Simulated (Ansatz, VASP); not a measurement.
AlNi: VASP beside Ansatz

```
Ni Al
1.0
     5.24392   -0.12760    0.16923
     2.46181   -0.27521   -5.98551
     2.49683    6.28705    0.29654
Ni Al
8 8
Direct
  0.01954 0.53501 0.45770
  0.51660 0.54655 0.43923
  0.01484 0.07344 0.97243
  0.24836 0.42386 0.04224
  0.70986 0.82158 0.21869
  0.49541 0.69500 0.79376
  0.76620 0.26652 0.69637
  0.99137 0.72637 0.81019
  0.24024 0.94274 0.56707
  0.75536 0.91810 0.54664
  0.52524 0.02681 0.94982
  0.75100 0.47987 0.01958
  0.21887 0.76947 0.18575
  0.49403 0.22451 0.28703
  0.26098 0.33689 0.70104
  0.97726 0.23201 0.30784
```

Alike in both runs: functional PBE; k mesh 5 × 4 × 3; occupations gaussian, width 0.1 eV; no spin polarisation.

Ansatz relaxed the structure, and its values are those at the end. VASP's run is a single point on that final structure, the one shown.

```csv
,VASP,Ansatz
version,VASP 6.6.1,Ansatz 0.2.0
potentials or method,"VASP PAW PBE potentials, release 64 (Ni, Al), cutoff 520 eV","scalar-relativistic, plane waves, PAW"
valence electrons in the cell,104,168
```

Ansatz gave:

| Property | Result |
| --- | --- |
| gap on the k mesh at the Fermi level (eV) | none |
| pressure (GPa) | 0.0 |
| rms of the force components (eV/Å) | 0.004 |

Question: Estimate VASP's values.

Answer: gap on the k mesh at the Fermi level (eV): none; pressure (GPa): 0.0; rms of the force components (eV/Å): 0.006.

A gap of «none» marks a metal or a gap that the smearing closes. The functional is the same, so the differences come from potentials, cutoffs and numerics. VASP's potentials hold 104 valence electrons a cell and Ansatz's 168, so a difference there can come from the potentials and not from the codes.
